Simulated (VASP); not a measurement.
# PtSe2 (Sudovikovite) (P-3m1) in VASP: a series of runs, part 2 of 2

VASP 6.6.1. Earlier steps stand in the parts before.

## Step 4: Single point, PBEsol

This run uses another cell than the first one, of 21.08 Å³/atom, 1.040 times its volume.

The input, INCAR:

```
SYSTEM = PtSe2
  PREC = Accurate
  ENCUT = 520
  EDIFF = 1E-6
  ISMEAR = -1
  SIGMA = 0.05
  LREAL = .FALSE.
  LASPH = .TRUE.
  NELM = 80
  ALGO = Normal
  ISIF = 2
  LWAVE = .FALSE.
  LCHARG = .TRUE.
  GGA = PS
  LELF = .TRUE.
  LVHAR = .TRUE.
  NBANDS = 18
```

The input, KPOINTS:

```
regular mesh
0
G
  8 8 5
  0 0 0
```

The input, POSCAR:

```
PtSe2
1.0
    3.7730056198      0.0000000000      0.0000000000
   -1.8865028099      3.2675187154      0.0000000000
    0.0000000000      0.0000000000      5.1286129021
Pt Se
1 2
Direct
    0.0000000000      0.0000000000      0.0000000000
    0.6666666667      0.3333333333      0.7500000000
    0.3333333333      0.6666666667      0.2500000000
```

Potentials or basis: VASP PAW PBE potentials, release 64 (Pt, Se).

Command:

```
cat potpaw_PBE.64/Pt/POTCAR potpaw_PBE.64/Se/POTCAR > POTCAR
mpirun -np 1 vasp_std > vasp.out
```

OUTCAR:

```text
SYSTEM = PtSe2
   PREC = Accurate
   ENCUT = 520
   EDIFF = 1E-6
   ISMEAR = -1
   LREAL = .FALSE.
   LASPH = .TRUE.
   NELM = 80
   ISIF = 2
   GGA = PS

 ion  position               nearest neighbor table
   1  0.000  0.000  0.000-   2 2.53   3 2.53   2 2.53   3 2.53   2 2.53   3 2.53
   2  0.667  0.333  0.750-   1 2.53   1 2.53   1 2.53
   3  0.333  0.667  0.250-   1 2.53   1 2.53   1 2.53

  LATTYP: Found a hexagonal cell.
 ALAT       =     3.7730056198
 C/A-ratio  =     1.3592910849

  Lattice vectors:

 A1 = (   3.7730056198,   0.0000000000,   0.0000000000)
 A2 = (  -1.8865028099,   3.2675187154,   0.0000000000)
 A3 = (   0.0000000000,   0.0000000000,   5.1286129021)

Analysis of symmetry for initial positions (statically):
=====================================================================
 Subroutine PRICEL returns:
 Original cell was already a primitive cell.

 Routine SETGRP: Setting up the symmetry group for a
 hexagonal supercell.

 Subroutine GETGRP returns: Found 12 space group operations
 (whereof 12 operations were pure point group operations)
 out of a pool of 24 trial point group operations.

The static configuration has the point symmetry D_3d.

Analysis of symmetry for dynamics (positions and initial velocities):
=====================================================================
 Subroutine PRICEL returns:
 Original cell was already a primitive cell.

 Routine SETGRP: Setting up the symmetry group for a
 hexagonal supercell.

 Subroutine GETGRP returns: Found 12 space group operations
 (whereof 12 operations were pure point group operations)
 out of a pool of 24 trial point group operations.

The dynamic configuration has the point symmetry D_3d.
[... 113 lines left out ...]
   NUPDOWN=      -1.0000    fix difference up-down
   EMIN   =  10.00;   EMAX   =-10.00  energy-range for DOS
   EFERMI =   0.00;   METHOD = LEGACY
   ISMEAR =    -1;   SIGMA  =   0.05  broadening in eV -4-tet -1-fermi 0-gaus
   EFERMI_NEDOS =   21; number of points for ismear=-14 and -15
   IALGO  =     38    algorithm
   IMIX   =      4    mixing-type and parameters
     AMIX     =   0.40;   BMIX     =  1.00
     AMIX_MAG =   1.60;   BMIX_MAG =  1.00
  volume/ion in A,a.u.               =      21.08       142.23
  Fermi-wavevector in a.u.,A,eV,Ry     =   1.151456  2.175936 18.039288  1.325850
  Thomas-Fermi vector in A             =   2.288113
   LORBIT       =      0    0 simple, 1 ext, 2 COOP (PROOUT), +10 PAW based schemes
   GGA     = PS    functional components
   LHFCALC =     F    Hartree Fock is set to
   AEXX    =    0.0000 exact exchange contribution
   IVDW    =     0    specifies the selected vdW correction
   LEPSILON=     F    determine dielectric tensor
   LRPA    =     F    only Hartree local field effects (RPA)
 non-spin polarized calculation
  energy-cutoff  :      520.00
  volume of cell :       63.23
 maximum number of plane-waves:      1717
   NGX = 13   NGY = 13   NGZ = 19

 number of electron      21.9999997 magnetization

 Free energy of the ion-electron system (eV)
  ---------------------------------------------------
  ext. energy  EPLUGINS =         0.00000000
  ---------------------------------------------------
  free energy    TOTEN  =       -15.88345544 eV

  energy without entropy =      -15.87728253  energy(sigma->0) =      -15.88036898

 E-fermi :   5.8800     XC(G=0): -10.6159

 val. band max:        5.7622856618   @ k =   0.1250  -0.0000   0.0000
 cond. band min:       5.8956018336   @ k =   0.0000   0.1250   0.2000
 fundamental gap:      0.1333161718
 Fermi energy:         5.8800253951

 k-point     1 :       0.0000    0.0000    0.0000
  band No.  band energies     occupation
      1      -9.5185      2.00000
      2      -6.9014      2.00000
      3      -1.0230      2.00000
      4      -0.3196      2.00000
      5      -0.3196      2.00000
      6       2.0626      2.00000
[... 481 lines left out ...]
      5       0.3206      2.00000
      6       1.0986      2.00000
[... 10 lines left out ...]
     17      14.1906      0.00000
     18      14.7236      0.00000

 [... further k-points ...]

------------------------ aborting loop because EDIFF is reached ----------------------------------------

  FORCE on cell =-STRESS in cart. coord.  units (eV):
  Direction    XX          YY          ZZ          XY          YZ          ZX
  --------------------------------------------------------------------------------------
  -------------------------------------------------------------------------------------
  Total       -1.1226190     -1.1226190     -0.9697330      0.0000000      0.0000000     -0.0000000
  in kB      -28.4470681    -28.4470681    -24.5729495      0.0000000      0.0000000     -0.0000000
  external PRESSURE =     -27.1556953 kB  Pullay stress =       0.0000000 kB

 VOLUME and BASIS-vectors are now :
 -----------------------------------------------------------------------------
  energy-cutoff  :      520.00
  volume of cell :       63.23
      direct lattice vectors                 reciprocal lattice vectors
     3.773005620  0.000000000  0.000000000     0.265040687  0.153021312  0.000000000
    -1.886502810  3.267518715  0.000000000     0.000000000  0.306042624  0.000000000
     0.000000000  0.000000000  5.128612902     0.000000000  0.000000000  0.194984496

 POSITION                                       TOTAL-FORCE (eV/Angst)
 -----------------------------------------------------------------------------------
      0.00000      0.00000      0.00000        -0.000000      0.000000      0.000000
      1.88650      1.08917      3.84646         0.000000      0.000000      0.114868
     -0.00000      2.17835      1.28215        -0.000000      0.000000     -0.114868
 -----------------------------------------------------------------------------------
    total drift:                               -0.000000     -0.000000     -0.000000

  FREE ENERGIE OF THE ION-ELECTRON SYSTEM (eV)
  ---------------------------------------------------
  free  energy   TOTEN  =       -15.8834554429 eV

  energy  without entropy=      -15.8772825270  energy(sigma->0) =      -15.88036898
```

OSZICAR:

```text
N       E                     dE             d eps       ncg     rms          rms(c)
DAV:   1     0.108090860456E+03    0.10809E+03   -0.10023E+04  1472   0.107E+03
DAV:   2    -0.114977087007E+02   -0.11959E+03   -0.11561E+03  1770   0.210E+02
DAV:   3    -0.167114738938E+02   -0.52138E+01   -0.51740E+01  1770   0.436E+01
DAV:   4    -0.167524447842E+02   -0.40971E-01   -0.40953E-01  1782   0.418E+00
DAV:   5    -0.167528962514E+02   -0.45147E-03   -0.45146E-03  1708   0.423E-01    0.123E+01
DAV:   6    -0.161565812322E+02    0.59632E+00   -0.46210E+00  1492   0.192E+01    0.751E+00
DAV:   7    -0.159108050076E+02    0.24578E+00   -0.91010E-01  1466   0.923E+00    0.361E+00
DAV:   8    -0.158860789437E+02    0.24726E-01   -0.58850E-02  1590   0.163E+00    0.833E-01
DAV:   9    -0.158834225668E+02    0.26564E-02   -0.64971E-03  1626   0.740E-01    0.205E-01
DAV:  10    -0.158834617238E+02   -0.39157E-04   -0.10507E-03  1596   0.206E-01    0.371E-02
DAV:  11    -0.158834548220E+02    0.69018E-05   -0.58537E-05  1794   0.688E-02    0.206E-02
DAV:  12    -0.158834554429E+02   -0.62086E-06   -0.56091E-06  1588   0.158E-02
   1 F= -.15883455E+02 E0= -.15880369E+02  d E =-.617292E-02
```

stdout:

```text
POSCAR found type information on POSCAR PtSe
 POSCAR found :  2 types and       3 ions
 scaLAPACK will be used
 -----------------------------------------------------------------------------
|                                                                             |
|                                                                             |
|     You enforced a specific xc type in the INCAR file but a different       |
|     I HOPE YOU KNOW WHAT YOU ARE DOING!                                     |
|                                                                             |
 -----------------------------------------------------------------------------

 LDA part: xc-table for (Slater+PW92), standard interpolation
 POSCAR, INCAR and KPOINTS ok, starting setup
 FFT: planning ... GRIDC
 FFT: planning ... GRID_SOFT
 FFT: planning ... GRID
 WAVECAR not read
 entering main loop
```

Run time: 33 s. Hardware: 1 thread of Intel Xeon Platinum 8488C (Sapphire Rapids), shared host; peak memory 0.2 GiB.

What came out:

```yaml
Free_energy: -15.8835 eV
Pressure: -2.7 GPa
Largest_force: 0.115 eV/Å
Band_gap_on_the_k_mesh: zero (band 11 reaches 6.26 eV, above the bottom of band 12 at 5.94 eV)
```

Forces on the atoms (eV/Å):
```
Pt   0.000  0.000  0.000
Se   0.000  0.000  0.115
Se   0.000  0.000 -0.115
```

Levels at points of the mesh, in eV from the Fermi level:
```
           k point  band 8  band 9  band 10  band 11  band 12  band 13  band 14  band 15
(0.00, 0.00, 0.00)   -2.48   -1.03    -1.03     0.38     1.38     1.38     3.57     3.80
(0.50, 0.00, 0.00)   -3.40   -3.34    -3.27    -2.90     0.60     2.21     4.60     5.71
```

Caveat: the PAW data sets were made with another functional, which shifts forces and pressure a little; spin-orbit coupling is left out, which moves the levels of the heavy elements.

## Step 5: The runs side by side

| level | cell | gap on the mesh (eV) | pressure (GPa) | largest force (eV/Å) |
| --- | --- | --- | --- | --- |
| RPBE+D3(BJ) | a = 3.724, b = 3.724, c = 5.062 Å, angles 90.0, 90.0, 120.0°, 3 atoms | none | -10.2 | 0.30 |
| RPBE+D3(BJ) | a = 3.749, b = 3.749, c = 5.096 Å, angles 90.0, 90.0, 120.0°, 3 atoms | none | -12.2 | 0.03 |
| PBEsol | a = 3.773, b = 3.773, c = 5.129 Å, angles 90.0, 90.0, 120.0°, 3 atoms | none | -2.7 | 0.11 |

Alike in all rows: task single point; potentials or basis VASP PAW PBE potentials, release 64 (Pt, Se); no spin polarisation; k mesh 8 × 8 × 5; cutoff (eV) 520; smearing fermi-dirac 0.05 eV.

Caveats: the PAW data sets were made with another functional, which shifts forces and pressure a little; spin-orbit coupling is left out, which moves the levels of the heavy elements; pairwise dispersion overbinds metals, which lowers pressure and volume (some runs).

Absolute energies hang on the potentials; compare differences alone.
